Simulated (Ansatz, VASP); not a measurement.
Given: the input of a run of VASP 6.6.1 on CsLiCr2Te2S3.

File POSCAR:

```
CsLiCr2Te2S3
1.0
    7.0568400000      0.0000000000      0.0000000000
    0.0000000000      3.9806000000      0.0000000000
   -2.6733300000      0.0000000000      8.6816800000
Cs Li Cr Te S
1 1 2 2 3
Direct
    0.0773900000      0.0000000000      0.3770600000
    0.8642400000      0.5000000000      0.7888300000
    0.1264600000      0.0000000000      0.9461600000
    0.5929000000      0.5000000000      0.9716500000
    0.5083800000      0.0000000000      0.1527000000
    0.5561200000      0.0000000000      0.7489300000
    0.8742600000      0.0000000000      0.6850200000
    0.2517600000      0.5000000000      0.8440200000
    0.9629400000      0.5000000000      0.0535700000
```

INCAR.step1

```
PREC = Accurate ; ENCUT = 520
EDIFF = 1E-5 ; ISMEAR = -1
SIGMA = 0.05 ; LREAL = False
LASPH = True ; NELM = 150
ALGO = Normal ; ISIF = 2
LWAVE = True ; LCHARG = False
ISPIN = 2 ; MAGMOM = 0 0 3 3 0 0 0 0 0
LORBIT = 11 ; LMAXMIX = 4
NBANDS = 47 ; GGA = PE
LUSENCCL = False
```

Contents of INCAR.step2:

```
PREC = Accurate ; ENCUT = 520
EDIFF = 1E-6 ; ISMEAR = -1
SIGMA = 0.05 ; LREAL = False
LASPH = True ; NELM = 150
ALGO = Normal ; ISIF = 2
LWAVE = False ; LCHARG = False
ISPIN = 2 ; MAGMOM = 0 0 3 3 0 0 0 0 0
LORBIT = 11 ; LMAXMIX = 4
GGA = PE ; LHFCALC = True
AEXX = 0.25 ; HFSCREEN = 0.3
PRECFOCK = Fast ; NBANDS = 47
ISTART = 1 ; LUSENCCL = False
```

Contents of KPOINTS:

```
regular mesh
0
Gamma
  2 3 2
```

Potentials or basis: VASP PAW PBE potentials, release 64 (Cs_sv, Li_sv, Cr_pv, Te, S).

Run with:

```sh
$ cat potpaw_PBE.64/Cs_sv/POTCAR potpaw_PBE.64/Li_sv/POTCAR potpaw_PBE.64/Cr_pv/POTCAR potpaw_PBE.64/Te/POTCAR potpaw_PBE.64/S/POTCAR > POTCAR
$ cp INCAR.step1 INCAR
$ mpirun -np 1 vasp_std > vasp.out
$ cp INCAR.step2 INCAR
$ mpirun -np 1 vasp_std > vasp.out
```

Task: Set up the same calculation for Ansatz 0.2.0. Potentials there: Ansatz PAW.

Result: As run (the cutoff follows the program's own potentials):

input.yaml

```yaml
crystal:
  lattice:
    - [7.05684, 0.0, 0.0]
    - [0.0, 3.9806, 0.0]
    - [-2.67333, 0.0, 8.68168]
  atoms:
    - { symbol: Cs, position: [0.07739, 0.0, 0.37706] }
    - { symbol: Li, position: [0.86424, 0.5, 0.78883] }
    - { symbol: Cr, position: [0.12646, 0.0, 0.94616], spin: 3.0 }
    - { symbol: Cr, position: [0.5929, 0.5, 0.97165], spin: 3.0 }
    - { symbol: Te, position: [0.50838, 0.0, 0.1527] }
    - { symbol: Te, position: [0.55612, 0.0, 0.74893] }
    - { symbol: S, position: [0.87426, 0.0, 0.68502] }
    - { symbol: S, position: [0.25176, 0.5, 0.84402] }
    - { symbol: S, position: [0.96294, 0.5, 0.05357] }
hamiltonian:
  xc: { exchange: pbe, correlation: pbe, exx: { coeff: 0.25, omega: 0.3 } }
  pseudopotentials: { kind: paw }
magnetization:
  spin_polarized: true
kpoints:
  mp_grid: { grid: [2, 3, 2] }
scf:
  occupations: { method: fermi_dirac, width: 0.05 }
output:
  forces: true
  stress: true
  eigenvalues: true
```

Potentials or basis: Ansatz PAW.

The run is started by

```sh
$ ansatz run input.yaml --threads 8 --pin off --max-ram 20480MiB --backend cpu --events-out ev --progress --plain --runs-dir out
```

Both were run:

|  | VASP | Ansatz | Ansatz less VASP |
| --- | --- | --- | --- |
| gap on the k mesh at the Fermi level (eV) | 0.92 | 0.95 | +0.027 |
| least direct gap on the mesh (eV) | 1.22 | 1.24 | +0.022 |
| rms of the force components (eV/Å) | 0.134 | 0.122 | -0.0120 |
| net moment per atom (μB) | 0.67 | 0.67 | 0.000 |
| size of the moment on the site where the two differ most (μB) | 3.25 | 2.97 | -0.284 |

VASP's potentials were made for PBE, not for PBE-based screened hybrid. Site moments also hang on the region over which each program counts them. Atom by atom the forces differ by 0.015 eV/Å (rms over components). With one functional, cell and mesh, what is left measures potentials, basis and numerics. VASP's potentials hold 66 valence electrons a cell and Ansatz's 90, so a difference there can come from the potentials and not from the codes.

The k mesh is coarse, so the values compare programs but aren't converged. Spin-orbit coupling is off throughout. Noted on VASP's run: the cutoff is short for stress, so the pressure is rough. Noted on Ansatz's run: the magnetic or orbital state may not be the lowest; odd divisions of the mesh miss points on the zone boundary, where band edges often lie, so the gap on the mesh can be too wide.
